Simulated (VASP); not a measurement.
CoCl2O2:

```
CELL_PARAMETERS angstrom
3.58087 -3.92695 0.00000
3.58087 3.92695 0.00000
-0.42040 0.00000 3.45761
ATOMIC_POSITIONS crystal
Co 0.00000 0.00000 0.00000
Cl 0.76552 0.76552 0.42794
Cl 0.23448 0.23448 0.57206
O 0.79184 0.20816 0.00000
O 0.20816 0.79184 0.00000
```

Base run:

- Program: VASP 6.6.1
- Functional: PBE
- Potentials or basis: VASP PAW PBE potentials, release 64 (Co, Cl, O)
- Cutoff: 520 eV
- k mesh: 4 × 4 × 7
- Occupations: fermi-dirac, width 0.05 eV
- Spin: collinear spin, ferromagnetic start
- Starting moments: [1.5, 0.0, 0.0, 0.0, 0.0] μB
- Fixed moment: 1.5 μB

Its results: pressure -0.7 GPa; site moments Co +0.91; Cl +0.12; O +0.10 μB; largest force 0.249 eV/Å.

Problem. The run is repeated on the same cell with these changes: fixed moment from 1.5 μB to 2 μB; moments at the start from [1.5, 0.0, 0.0, 0.0, 0.0] to [2.0, 0.0, 0.0, 0.0, 0.0]. What comes out?

Solution. Pressure -0.3 GPa; site moments Co +0.97; Cl +0.15; O +0.26 μB; largest force 0.350 eV/Å.

Caveats: the total moment is fixed, so each spin has its own Fermi level and the state may be an excited one; a cell with one magnetic atom can't hold antiferromagnetic order, which such compounds often take.
